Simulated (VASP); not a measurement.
Here is a VASP 6.6.1 calculation.

Contents of INCAR:

```
PREC     = Accurate       # precision mode
ENCUT    = 520            # plane-wave cutoff, eV
EDIFF    = 1E-6           # SCF threshold, eV
ISMEAR   = -1             # smearing method
SIGMA    = 0.05           # smearing width, eV
LREAL    = F              # projectors in reciprocal space
LASPH    = T              # aspherical terms in the spheres
NELM     = 150            # most SCF steps
ALGO     = Normal         # electronic algorithm
ISIF     = 2              # what is computed and relaxed
LWAVE    = F              # write WAVECAR
LCHARG   = F              # write CHGCAR
ISPIN    = 2              # spin polarisation
MAGMOM   = 0 0.5 0.5 0.5  # initial moments
LORBIT   = 11             # projections on sites
LMAXMIX  = 4              # l up to which the mixer works
GGA      = PS             # functional
NBANDS   = 32             # bands
```

Contents of KPOINTS:

```
regular mesh
0
Gamma
  10 10 10
```

Contents of POSCAR:

```
TiCo3
1.0
    3.4220320619      0.0000000000      0.0000000000
    0.0000000000      3.4220320619      0.0000000000
    0.0000000000      0.0000000000      3.4220320619
Ti Co
1 3
Direct
    0.0000000000      0.0000000000      0.0000000000
    0.0000000000      0.5000000000      0.5000000000
    0.5000000000      0.0000000000      0.5000000000
    0.5000000000      0.5000000000      0.0000000000
```

Potentials or basis: VASP PAW PBE potentials, release 64 (Ti_sv, Co).

The run is started by

```console
$ cat potpaw_PBE.64/Ti_sv/POTCAR potpaw_PBE.64/Co/POTCAR > POTCAR
$ mpirun -np 1 vasp_std > vasp.out
```

Question: What does it give for the net moment?

Answer: 0.00 μB per cell.

Question: Predict the pressure.

Answer: 25.4 GPa.

Caveat: the PAW data sets were made with another functional, which shifts forces and pressure a little.
